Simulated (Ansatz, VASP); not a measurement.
# Si in VASP and in Ansatz

```
CELL_PARAMETERS angstrom
3.83191 0.00000 0.00000
-1.91595 3.31853 0.00000
0.00000 0.00000 6.34182
ATOMIC_POSITIONS crystal
Si 0.33333 0.66667 0.03471
Si 0.66667 0.33333 0.56309
Si 0.33333 0.66667 0.43691
Si 0.66667 0.33333 0.93691
```

Alike in both runs: task single point; functional r2SCAN; k mesh 12 × 12 × 4; occupations gaussian, width 0.05 eV; no spin polarisation.

|  | VASP | Ansatz |
| --- | --- | --- |
| version | VASP 6.6.1 | Ansatz 0.2.0 |
| potentials or method | VASP PAW PBE potentials, release 64 (Si), cutoff 520 eV | scalar-relativistic, plane waves, PAW |
| valence electrons in the cell | 16 | 16 |

|  | VASP | Ansatz | Ansatz less VASP |
| --- | --- | --- | --- |
| gap on the k mesh at the Fermi level (eV) | 0.34 | 0.32 | -0.015 |
| least direct gap on the mesh (eV) | 1.09 | 1.08 | -0.012 |
| pressure (GPa) | 0.4 | 0.7 | +0.24 |
| traceless stress, the component that is largest in VASP (GPa) | -2.99 | -3.02 | -0.038 |
| rms of the force components (eV/Å) | 0.722 | 0.723 | +0.0010 |

VASP's potentials were made for PBE, not for r2SCAN. Atom by atom the forces differ by 0.003 eV/Å (rms over components).
